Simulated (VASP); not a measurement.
Set up this calculation in VASP 6.6.1, as the native input.

```yaml
Task: single point
Functional: LDA
Potentials_or_basis: VASP PAW LDA potentials, release 64 (P)
Cutoff: 520 eV
k_mesh: 12 × 12 × 8
Occupations: gaussian, width 0.05 eV
Spin: no spin polarisation
Dipole_correction: no
Further_INCAR_settings: ALGO = Normal; EDIFF = 1e-07; NBANDS = 18
```

The structure of P lies in POSCAR:

```
P
1.0
    1.6999829000     -5.3926950000      0.0000000000
    1.6999829000      5.3926950000      0.0000000000
    0.0000000000      0.0000000000      4.4990484000
P
4
Direct
    0.0980000000      0.9020000000      0.9100000000
    0.5980000000      0.4020000000      0.5900000000
    0.9020000000      0.0980000000      0.0900000000
    0.4020000000      0.5980000000      0.4100000000
```

This cell differs from its parent crystal: strained.

These files were run (other wordings do the same):

INCAR

```
PREC = Accurate
ENCUT = 520
EDIFF = 1E-7
ISMEAR = 0
SIGMA = 0.05
LREAL = F
LASPH = T
NELM = 60
ALGO = Normal
ISIF = 2
LWAVE = F
LCHARG = T
GGA = CA
LELF = T
LVHAR = T
NBANDS = 18
```

KPOINTS

```
regular mesh
0
Gamma
  12 12 8
```

Potentials or basis: VASP PAW LDA potentials, release 64 (P).

Run with:

```sh
$ cat potpaw_LDA.64/P/POTCAR > POTCAR
$ mpirun -np 1 vasp_std > vasp.out
```

Results of the run:

```json
{
 "Pressure": "-4.5 GPa",
 "Largest force": "0.330 eV/Å"
}
```

Caveat: the cell differs from its parent crystal (strained); the cell stands under tension.

It took 3.3 min on 1 thread of AMD EPYC 9R45 96-Core Processor (Zen 5), on a shared host, peak memory 0.31 GiB.
